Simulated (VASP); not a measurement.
## Au: single point with PBEsol

The system is Au.

```
Au
1.0
     0.00000    1.96368    2.20914
     1.96368    0.00000    2.20914
     1.96368    1.96368    0.00000
Au
1
Direct
  0.00000 0.00000 0.00000
```

This cell differs from its parent crystal: strain -0.040 along x and y, +0.080 along z.

```yaml
Program: VASP 6.6.1
Task: single point
Functional: PBEsol
Potentials_or_basis: VASP PAW PBE potentials, release 64 (Au)
Cutoff: 520 eV
k_mesh: 20 × 20 × 20
Occupations: gaussian, width 0.15 eV
Spin: no spin polarisation
```

The pressure is 0.4 GPa and the band gap on the k mesh is zero (an odd number of electrons rules out a gap without spin polarisation).

Stress tensor (GPa, compression positive):
```
 2.32  0.00  0.00
 0.00  2.32  0.00
 0.00  0.00 -3.45
```

Levels at points of the mesh, in eV from the Fermi level:
```csv
k point,band 2,band 3,band 4,band 5,band 6,band 7,band 8,band 9,band 10,band 11
"(0.00, 0.00, 0.00)",-5.42,-4.28,-4.28,-3.85,-2.62,14.69,17.18,19.14,19.14,23.55
"(0.50, 0.00, 0.00)",-5.23,-4.25,-2.18,-1.80,-1.01,3.13,13.18,16.71,18.47,22.92
"(0.50, 0.50, 0.00)",-6.86,-1.92,-1.73,-1.73,-0.27,3.98,11.38,11.38,18.42,20.96
"(0.50, 0.00, 0.50)",-6.68,-2.14,-2.13,-1.17,1.66,6.73,9.29,9.45,16.83,19.20
```

It took 2.1 min on 1 thread of Intel Xeon 8259CL, with other jobs on the host, peak memory 0.25 GiB.

Caveat: the cell differs from its parent crystal (strain -0.040 along x and y, +0.080 along z); the PAW data sets were made with another functional, which shifts forces and pressure a little; spin-orbit coupling is left out, which moves the levels of the heavy elements.
